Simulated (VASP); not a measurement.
# Si (Cmmm) in VASP: notebook, part 2 of 2

VASP 6.6.1. The steps go on from the part before.

## (4) Relaxation of cell and atoms, PBE

Contents of INCAR:

```
SYSTEM = Si
ALGO     = Normal         ! electronic algorithm
EDIFF    = 1E-7           ! SCF threshold, eV
EDIFFG   = -0.01          ! ionic threshold
ENCUT    = 600            ! plane-wave cutoff, eV
GGA      = PE             ! functional
IBRION   = 2              ! ionic algorithm
ISIF     = 3              ! what is computed and relaxed
ISMEAR   = 0              ! smearing method
LASPH    = .TRUE.         ! aspherical terms in the spheres
LCHARG   = .FALSE.        ! write CHGCAR
LREAL    = .FALSE.        ! projectors in reciprocal space
LWAVE    = .FALSE.        ! write WAVECAR
NELM     = 60             ! most SCF steps
NSW      = 100            ! ionic steps
PREC     = Accurate       ! precision mode
SIGMA    = 0.1            ! smearing width, eV
```

Contents of KPOINTS:

```
k-points
0
G
  24 24 22
  0 0 0
```

Contents of POSCAR:

```
Si
1.0
    1.3298245618     -2.2500592092      0.0000000000
    1.3298245618      2.2500592092      0.0000000000
    0.0000000000      0.0000000000      2.4984880054
Si
1
Direct
    0.5000000000      0.5000000000      0.5000000000
```

Potentials or basis: VASP PAW PBE potentials, release 64 (Si).

Run with:

```bash
$ cat potpaw_PBE.64/Si/POTCAR > POTCAR
$ mpirun -np 1 vasp_std > vasp.out
```

OUTCAR:

```text
SYSTEM = Si
   EDIFF = 1E-7
   EDIFFG = -0.01
   ENCUT = 600
   GGA = PE
   IBRION = 2
   ISIF = 3
   ISMEAR = 0
   LASPH = .TRUE.
   LREAL = .FALSE.
   NELM = 60
   NSW = 100
   PREC = Accurate

 ion  position               nearest neighbor table
   1  0.500  0.500  0.500-

  LATTYP: Found a base centered orthorhombic cell.
 ALAT       =     2.6596491236
 B/A-ratio  =     1.6919970302
 C/A-ratio  =     0.9394051205

  Lattice vectors:

 A1 = (   1.3298245618,  -2.2500592092,   0.0000000000)
 A2 = (   1.3298245618,   2.2500592092,   0.0000000000)
 A3 = (   0.0000000000,   0.0000000000,   2.4984880054)

Analysis of symmetry for initial positions (statically):
=====================================================================
 Subroutine PRICEL returns:
 Original cell was already a primitive cell.

 Routine SETGRP: Setting up the symmetry group for a
 base centered orthorhombic supercell.

 Subroutine GETGRP returns: Found  8 space group operations
 (whereof  8 operations were pure point group operations)
 out of a pool of  8 trial point group operations.

The static configuration has the point symmetry D_2h.

Analysis of symmetry for dynamics (positions and initial velocities):
=====================================================================
[... 264 lines left out ...]

 number of electron       4.0000000 magnetization

------------------------ aborting loop because EDIFF is reached ----------------------------------------
[... 65 lines left out ...]
--------------------------------------- Ionic step       11  -------------------------------------------

 number of electron       4.0000000 magnetization

 Free energy of the ion-electron system (eV)
  ---------------------------------------------------
  ext. energy  EPLUGINS =         0.00000000
  ---------------------------------------------------
  free energy    TOTEN  =        -5.11693674 eV

  energy without entropy =       -5.11503746  energy(sigma->0) =       -5.11598710

 E-fermi :   9.3465     XC(G=0): -10.9523

 val. band max:        9.3392208261   @ k =   0.5000   0.5000   0.4091
 cond. band min:       9.3467414624   @ k =  -0.3333   0.2500   0.1818
 fundamental gap:      0.0075206364
 Fermi energy:         9.3465234721

 k-point     1 :       0.0000    0.0000    0.0000
  band No.  band energies     occupation
      1      -4.5608      2.00000
      2      16.8208      0.00000
      3      17.1876      0.00000
      4      19.3276      0.00000
      5      19.3809      0.00000
      6      21.4299      0.00000
[... 199 lines left out ...]
 k-point    24 :       0.4583    0.0417    0.0000
  band No.  band energies     occupation
      1       1.5486      2.00000
      2       2.9926      2.00000
      3      13.3957      0.00000
      4      16.7381      0.00000
      5      21.8273      0.00000
      6      24.5000      0.00000

 [... further k-points ...]

------------------------ aborting loop because EDIFF is reached ----------------------------------------

  FORCE on cell =-STRESS in cart. coord.  units (eV):
  Direction    XX          YY          ZZ          XY          YZ          ZX
  --------------------------------------------------------------------------------------
  -------------------------------------------------------------------------------------
  Total        0.0047482     -0.0064090     -0.0010408      0.0000000      0.0000000      0.0000000
  in kB        0.5038811     -0.6801234     -0.1104445      0.0000000      0.0000000      0.0000000
  external PRESSURE =      -0.0955623 kB  Pullay stress =       0.0000000 kB
[... 16 lines left out ...]
  FREE ENERGIE OF THE ION-ELECTRON SYSTEM (eV)
  ---------------------------------------------------
  free  energy   TOTEN  =        -5.1169367401 eV

  energy  without entropy=       -5.1150374617  energy(sigma->0) =       -5.11598710

 reached required accuracy - stopping structural energy minimisation
```

Run time: 3.7 min. Hardware: 1 thread of Intel Xeon 6975P-C (Granite Rapids), shared host; peak memory 0.3 GiB.

What came out:

```
Free energy                           : -5.1169 eV
Relaxed volume                        : 15.10 Å³/atom
Relaxed cell                          : a = 2.649 Å, b = 2.649 Å, c = 2.487 Å, α = 90.00°, β = 90.00°, γ = 120.12°
Space group after relaxing (to 0.1 Å) : P6/mmm (No. 191)
Energy gained by relaxing             : 2.2 meV/atom
Ionic steps                           : 11
Pressure after relaxing               : 0.0 GPa
Band gap on the k mesh                : zero (bands 2 and 3 overlap by 11.94 eV)
```

Stress tensor (GPa, compression positive):
```
 0.05  0.00  0.00
 0.00 -0.07  0.00
 0.00  0.00 -0.01
```

The path:
```csv
step,energy change (eV),largest force (eV/Å),pressure (GPa),volume (Å³)
1,0.0000,0.0000,0.92,14.95
2,-0.0019,0.0000,-0.29,15.14
3,-0.0020,0.0000,-0.23,15.13
4,-0.0020,0.0000,0.07,15.09
5,-0.0020,0.0000,0.08,15.09
6,-0.0021,0.0000,0.06,15.09
7,-0.0021,0.0000,0.02,15.09
8,-0.0020,0.0000,-0.06,15.10
9,-0.0022,0.0000,0.01,15.09
10,-0.0022,0.0000,0.00,15.10
11,-0.0022,0.0000,-0.01,15.10
```

Final structure:
```cif
data_structure
_symmetry_space_group_name_H-M 'P 1'
_symmetry_Int_Tables_number 1
_cell_length_a 2.6492
_cell_length_b 2.6492
_cell_length_c 2.4871
_cell_angle_alpha 90.000
_cell_angle_beta 90.000
_cell_angle_gamma 120.121
_cell_volume 15.10
loop_
_atom_site_label
_atom_site_type_symbol
_atom_site_fract_x
_atom_site_fract_y
_atom_site_fract_z
_atom_site_occupancy
Si1 Si 0.50000 0.50000 0.50000 1
```

Levels at points of the mesh, in eV from the Fermi level:
```
           k point  band 1  band 2  band 3  band 4  band 5
(0.00, 0.00, 0.00)  -13.91    7.47    7.84    9.98   10.03
(0.50, 0.00, 0.00)   -7.59   -6.65    4.95    6.44   12.54
(0.50, 0.50, 0.00)   -7.62   -6.67    5.03    6.48   12.51
(0.00, 0.00, 0.50)   -9.13   -7.05   13.47   13.53   14.79
(0.50, 0.00, 0.50)   -2.87   -2.10   -1.99    1.57    8.51
(0.50, 0.50, 0.50)   -2.88   -2.13   -2.03    1.55    8.59
```

## (5) Summary

| task | cell | k mesh | cutoff (eV) | gap on the mesh (eV) | pressure (GPa) |
| --- | --- | --- | --- | --- | --- |
| single point | a = 2.614, b = 2.614, c = 2.498 Å, angles 90.0, 90.0, 118.8°, 1 atom | 8 × 8 × 6 | 520 | none | 0.8 |
| single point | a = 2.648, b = 2.648, c = 2.487 Å, angles 90.0, 90.0, 120.0°, 1 atom | 24 × 24 × 22 | 520 | none | 0.0 |
| relaxation of cell and atoms | relaxed from a = 2.614, b = 2.614, c = 2.498 Å, angles 90.0, 90.0, 118.8°, 1 atom | 24 × 24 × 22 | 600 | none | 0.0 |

Alike in all rows: level PBE; potentials or basis VASP PAW PBE potentials, release 64 (Si); no spin polarisation; smearing gaussian 0.1 eV.

Caveats: some runs use coarse meshes.

Total energies depend on the potentials used, so only differences within one code and one set of settings carry meaning.
